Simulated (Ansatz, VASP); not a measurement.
# Sb: VASP beside Ansatz

INCAR

```
SYSTEM = Sb
PREC     = Accurate       ! precision mode
ENCUT    = 520            ! plane-wave cutoff, eV
EDIFF    = 1E-8           ! SCF threshold, eV
ISMEAR   = -1             ! smearing method
SIGMA    = 0.05           ! smearing width, eV
LREAL    = .FALSE.        ! projectors in reciprocal space
LASPH    = .TRUE.         ! aspherical terms in the spheres
NELM     = 60             ! most SCF steps
ALGO     = Normal         ! electronic algorithm
ISIF     = 2              ! what is computed and relaxed
LWAVE    = .FALSE.        ! write WAVECAR
LCHARG   = .FALSE.        ! write CHGCAR
GGA      = PE             ! functional
LEFG     = .TRUE.       
NBANDS   = 8              ! bands
```

Contents of KPOINTS:

```
Automatic mesh
0
G
  13 13 13
  0 0 0
```

POSCAR

```
Sb
1.0
    3.0954921035      0.0000000000      0.0000000000
    0.0000000000      3.0954921035      0.0000000000
    0.0000000000      0.0000000000      3.0954921035
Sb
1
Direct
    0.0000000000      0.0000000000      0.0000000000
```

Input for Ansatz:

```yaml
crystal:
  lattice:
    - [3.0954921035, 0.0, 0.0]
    - [0.0, 3.0954921035, 0.0]
    - [0.0, 0.0, 3.0954921035]
  atoms:
    - { symbol: Sb, position: [0.0, 0.0, 0.0] }
kpoints:
  mp_grid: { grid: [13, 13, 13] }
scf:
  occupations: { method: fermi_dirac, width: 0.05 }
hamiltonian:
  xc: pbe
  pseudopotentials: { kind: all_electron, datasets: crystal }
output:
  forces: true
  stress: true
  eigenvalues: true
  efg: { contact_densities: true }
```

Change from the starting cell: volume scaled by 0.94, crystal datasets.

Alike in both runs: task electric field gradients; functional PBE; k mesh 13 × 13 × 13; occupations fermi-dirac, width 0.05 eV; no spin polarisation.

|  | VASP | Ansatz |
| --- | --- | --- |
| version | VASP 6.6.1 | Ansatz 0.2.0 |
| potentials or method | VASP PAW PBE potentials, release 64 (Sb), cutoff 520 eV | all-electron PAW with datasets made for the crystal, scalar-relativistic |

VASP gave:

| Item | Value |
| --- | --- |
| pressure (GPa) | 0.6 |

Problem. Estimate Ansatz's values.

Solution. Pressure (GPa): 0.7.

Ansatz ran all-electron here, and VASP with PAW potentials.

Neither program's run includes spin-orbit coupling.
